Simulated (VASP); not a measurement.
# NbP (CsCl type) (Pm-3m) in VASP: a series of runs, part 2 of 2

VASP 6.6.1. Earlier steps stand in the parts before.

**4. Density of states, PBE**

This run uses another cell than the first one, of 15.04 Å³/atom, 2.500 times its volume.

File POSCAR:

```
NbP
1.0
    3.1100332492      0.0000000000      0.0000000000
    0.0000000000      3.1100332492      0.0000000000
    0.0000000000      0.0000000000      3.1100332492
Nb P
1 1
Direct
    0.0000000000      0.0000000000      0.0000000000
    0.5000000000      0.5000000000      0.5000000000
```

File INCAR.step1:

```
SYSTEM = NbP
PREC = Accurate
ENCUT = 520
EDIFF = 1E-7
ISMEAR = -1
SIGMA = 0.1
LREAL = .FALSE.
LASPH = .TRUE.
NELM = 80
ALGO = Normal
ISIF = 2
LWAVE = .FALSE.
LCHARG = .TRUE.
LMAXMIX = 4
GGA = PE
NBANDS = 16
```

File KPOINTS.step1:

```
Automatic mesh
0
G
  13 13 13
  0 0 0
```

File INCAR.step2:

```
SYSTEM = NbP
PREC = Accurate
ENCUT = 520
EDIFF = 1E-7
ISMEAR = -5
SIGMA = 0.1
LREAL = .FALSE.
LASPH = .TRUE.
NELM = 80
ALGO = Normal
ISIF = 2
LWAVE = .FALSE.
LCHARG = .FALSE.
LMAXMIX = 4
GGA = PE
LORBIT = 10
NBANDS = 16
NEDOS = 1001
ICHARG = 11
```

File KPOINTS.step2:

```
Automatic mesh
0
G
  20 20 20
  0 0 0
```

Potentials or basis: VASP PAW PBE potentials, release 64 (Nb_sv, P).

Command:

```sh
> cat potpaw_PBE.64/Nb_sv/POTCAR potpaw_PBE.64/P/POTCAR > POTCAR
> cp INCAR.step1 INCAR
> cp KPOINTS.step1 KPOINTS
> mpirun -np 1 vasp_std > vasp.out
> cp INCAR.step2 INCAR
> cp KPOINTS.step2 KPOINTS
> mpirun -np 1 vasp_std > vasp.out
```

OUTCAR:

```text
SYSTEM = NbP
   PREC = Accurate
   ENCUT = 520
   EDIFF = 1E-7
   ISMEAR = -5
   LREAL = .FALSE.
   LASPH = .TRUE.
   NELM = 80
   ISIF = 2
   GGA = PE
   LORBIT = 10
   ICHARG = 11

 ion  position               nearest neighbor table
   1  0.000  0.000  0.000-   2 2.69   2 2.69   2 2.69   2 2.69   2 2.69   2 2.69   2 2.69   2 2.69

   2  0.500  0.500  0.500-   1 2.69   1 2.69   1 2.69   1 2.69   1 2.69   1 2.69   1 2.69   1 2.69

  LATTYP: Found a simple cubic cell.
 ALAT       =     3.1100332492

  Lattice vectors:

 A1 = (   3.1100332492,   0.0000000000,   0.0000000000)
 A2 = (   0.0000000000,   3.1100332492,   0.0000000000)
 A3 = (   0.0000000000,   0.0000000000,   3.1100332492)

Analysis of symmetry for initial positions (statically):
=====================================================================
 Subroutine PRICEL returns:
 Original cell was already a primitive cell.

 Routine SETGRP: Setting up the symmetry group for a
 simple cubic supercell.

 Subroutine GETGRP returns: Found 48 space group operations
 (whereof 48 operations were pure point group operations)
 out of a pool of 48 trial point group operations.

The static configuration has the point symmetry O_h .

Analysis of symmetry for dynamics (positions and initial velocities):
=====================================================================
 Subroutine PRICEL returns:
 Original cell was already a primitive cell.

 Routine SETGRP: Setting up the symmetry group for a
 simple cubic supercell.

 Subroutine GETGRP returns: Found 48 space group operations
 (whereof 48 operations were pure point group operations)
 out of a pool of 48 trial point group operations.

The dynamic configuration has the point symmetry O_h .

 Subroutine INISYM returns: Found 48 space group operations
 (whereof 48 operations are pure point group operations),
 and found     1 'primitive' translations

----------------------------------------------------------------------------------------

                                     Primitive cell

  volume of cell :      30.0812

  direct lattice vectors                    reciprocal lattice vectors
     3.110033249  0.000000000  0.000000000     0.321539971  0.000000000  0.000000000
     0.000000000  3.110033249  0.000000000     0.000000000  0.321539971  0.000000000
     0.000000000  0.000000000  3.110033249     0.000000000  0.000000000  0.321539971

  length of vectors
     3.110033249  3.110033249  3.110033249     0.321539971  0.321539971  0.321539971

  position of ions in fractional coordinates (direct lattice)
     0.000000000  0.000000000  0.000000000
     0.500000000  0.500000000  0.500000000

  ion indices of the primitive-cell ions
   primitive index   ion index
                 1           1
                 2           2

----------------------------------------------------------------------------------------

 KPOINTS: Automatic mesh

Automatic generation of k-mesh.
 Grid dimensions read from file:
 generate k-points for:   20   20   20

 Generating k-lattice:

  Cartesian coordinates                     Fractional coordinates (reciprocal lattice)
     0.016076999  0.000000000  0.000000000     0.050000000  0.000000000  0.000000000
     0.000000000  0.016076999  0.000000000     0.000000000  0.050000000  0.000000000
     0.000000000  0.000000000  0.016076999     0.000000000  0.000000000  0.050000000

  Length of vectors
     0.016076999  0.016076999  0.016076999

  Shift w.r.t. Gamma in fractional coordinates (k-lattice)
     0.000000000  0.000000000  0.000000000

 TETIRR: Found   3982 inequivalent tetrahedra from    48000

 Subroutine IBZKPT returns following result:
 ===========================================

 Found    286 irreducible k-points:

 Following reciprocal coordinates:
            Coordinates               Weight
  0.000000  0.000000  0.000000      1.000000
  0.050000  0.000000  0.000000      6.000000
  0.100000  0.000000  0.000000      6.000000
  0.150000  0.000000  0.000000      6.000000
  0.200000  0.000000  0.000000      6.000000
  0.250000  0.000000  0.000000      6.000000
[... 16 lines left out ...]
  0.150000  0.100000  0.000000     24.000000
  0.200000  0.100000  0.000000     24.000000
 [... further k-points ...]
   k-points           NKPTS =    286   k-points in BZ     NKDIM =    286   number of bands    NBANDS=     16
   number of dos      NEDOS =   1001   number of ions     NIONS =      2
   total plane-waves  NPLWV =  13824
   dimension x,y,z NGX =    24 NGY =   24 NGZ =   24
   dimension x,y,z NGXF=    48 NGYF=   48 NGZF=   48
   ions per type =               1   1
   NGX,Y,Z   is equivalent  to a cutoff of  12.83, 12.83, 12.83 a.u.
   NGXF,Y,Z  is equivalent  to a cutoff of  25.66, 25.66, 25.66 a.u.
 SYSTEM =  NbP
   PREC   = accura    normal or accurate (medium, high low for compatibility)
   ISTART =      0    job   : 0-new  1-cont  2-samecut
   ICHARG =     11    charge: 1-file 2-atom 10-const
   ISPIN  =      1    spin polarized calculation?
   LNONCOLLINEAR =      F non collinear calculations
   LSORBIT =      F    spin-orbit coupling
   LASPH  =      T    aspherical Exc in radial PAW
   ENCUT  =  520.0 eV  38.22 Ry    6.18 a.u.   5.78  5.78  5.78*2*pi/ulx,y,z
   NELM   =     80;   NELMIN=  2; NELMDL=  0     # of ELM steps
   EDIFF  = 0.1E-06   stopping-criterion for ELM
   LREAL  =      F    real-space projection
   EDIFFG = 0.1E-05   stopping-criterion for IOM
   NSW    =      0    number of steps for IOM
   IBRION =     -1    ionic relax: 0-MD 1-quasi-New 2-CG
   NFREE  =      0    steps in history (QN), initial steepest desc. (CG)
   ISIF   =      2    stress and relaxation
   ISYM   =      2    0-nonsym 1-usesym 2-fastsym
   POTIM  = 0.5000    time-step for ionic-motion
   TEBEG  =    0.0;   TEEND  =   0.0 temperature during run
   PSTRESS=    0.0 pullay stress
   NELECT =      18.0000    total number of electrons
   NUPDOWN=      -1.0000    fix difference up-down
   EMIN   =  10.00;   EMAX   =-10.00  energy-range for DOS
   EFERMI =   0.00;   METHOD = LEGACY
   ISMEAR =    -5;   SIGMA  =   0.10  broadening in eV -4-tet -1-fermi 0-gaus
   EFERMI_NEDOS =   21; number of points for ismear=-14 and -15
   IALGO  =     38    algorithm
   IMIX   =      4    mixing-type and parameters
     AMIX     =   0.40;   BMIX     =  1.00
     AMIX_MAG =   1.60;   BMIX_MAG =  1.00
  volume/ion in A,a.u.               =      15.04       101.50
  Fermi-wavevector in a.u.,A,eV,Ry     =   1.379539  2.606951 25.893625  1.903128
  Thomas-Fermi vector in A             =   2.504499
   LORBIT       =     10    0 simple, 1 ext, 2 COOP (PROOUT), +10 PAW based schemes
   GGA     = PE    functional components
   LHFCALC =     F    Hartree Fock is set to
   AEXX    =    0.0000 exact exchange contribution
   IVDW    =     0    specifies the selected vdW correction
   LEPSILON=     F    determine dielectric tensor
   LRPA    =     F    only Hartree local field effects (RPA)
 non-spin polarized calculation
 Fermi weights with tetrahedron method with Bloechl corrections
  energy-cutoff  :      520.00
  volume of cell :       30.08
 maximum number of plane-waves:       840
 NGX is ok and might be reduce to    24

 number of electron      18.0000002 magnetization

 Free energy of the ion-electron system (eV)
  ---------------------------------------------------
  ext. energy  EPLUGINS =         0.00000000
  ---------------------------------------------------
  free energy    TOTEN  =       -16.93662223 eV

  energy without entropy =      -16.93662223  energy(sigma->0) =      -16.93662223

 E-fermi :  12.1021     XC(G=0): -12.4158

 val. band max:       12.1597968664   @ k =   0.0000   0.0000   0.0000
 cond. band min:      12.0190645405   @ k =   0.1000   0.0000   0.0000
 fundamental gap:     -0.1407323259
 Fermi energy:        12.1020745942

 k-point     1 :       0.0000    0.0000    0.0000
  band No.  band energies     occupation
      1     -43.1605      2.00000
      2     -19.0308      2.00000
      3     -19.0308      2.00000
      4     -19.0308      2.00000
      5      -1.4599      2.00000
      6       8.8170      2.00000
[... 8 lines left out ...]
     15      21.7761      0.00000
     16      21.7761      0.00000
[... 420 lines left out ...]
  band No.  band energies     occupation
      1     -43.1419      2.00000
      2     -19.2032      2.00000
      3     -19.0623      2.00000
      4     -19.0099      2.00000
      5      -0.6967      2.00000
      6       7.8014      2.00000
[... 8 lines left out ...]
     15      20.7635      0.00000
     16      23.3027      0.00000

 [... further k-points ...]
[... 5 lines left out ...]
  --------------------------------------------------------------------------------------
  -------------------------------------------------------------------------------------
  Total       -0.1726867     -0.1726867     -0.1726867      0.0000000     -0.0000000      0.0000000
  in kB       -9.1975946     -9.1975946     -9.1975946      0.0000000     -0.0000000      0.0000000
  external PRESSURE =      -9.1975946 kB  Pullay stress =       0.0000000 kB

 VOLUME and BASIS-vectors are now :
 -----------------------------------------------------------------------------
  energy-cutoff  :      520.00
  volume of cell :       30.08
      direct lattice vectors                 reciprocal lattice vectors
     3.110033249  0.000000000  0.000000000     0.321539971  0.000000000  0.000000000
     0.000000000  3.110033249  0.000000000     0.000000000  0.321539971  0.000000000
     0.000000000  0.000000000  3.110033249     0.000000000  0.000000000  0.321539971

 POSITION                                       TOTAL-FORCE (eV/Angst)
 -----------------------------------------------------------------------------------
      0.00000      0.00000      0.00000         0.000000      0.000000      0.000000
      1.55502      1.55502      1.55502         0.000000      0.000000      0.000000
 -----------------------------------------------------------------------------------
    total drift:                                0.000000      0.000000      0.000000

  FREE ENERGIE OF THE ION-ELECTRON SYSTEM (eV)
  ---------------------------------------------------
  free  energy   TOTEN  =       -16.9366222313 eV

  energy  without entropy=      -16.9366222313  energy(sigma->0) =      -16.93662223

 total charge

# of ion       s       p       d       tot
------------------------------------------
    1        2.159   6.006   2.485  10.650
    2        1.028   1.483   0.000   2.511
--------------------------------------------------
tot          3.187   7.489   2.485  13.161
```

Wall time 52 s (1 thread of Intel Xeon 6975P-C, shared host); peak memory 0.24 GiB.

What came out:

```yaml
Valence_electrons_inside_the_program's_atomic_spheres: Nb 10.65; P 2.51
```

Levels at points of the mesh, in eV from the Fermi level:
```tsv
k point	band 6	band 7	band 8	band 9	band 10	band 11	band 12	band 13
(0.00, 0.00, 0.00)	-3.29	-3.29	0.06	0.06	0.06	1.81	1.81	1.81
(0.50, 0.00, 0.00)	-7.59	-2.45	-2.45	-2.09	2.33	3.52	4.88	6.40
(0.50, 0.50, 0.00)	-4.55	-4.55	-2.73	-0.22	-0.22	1.63	2.44	3.81
(0.50, 0.50, 0.50)	-6.55	-6.55	-6.55	3.57	3.57	3.57	3.95	3.95
```

Caveat: tetrahedron occupations give inexact forces and stress in metals.
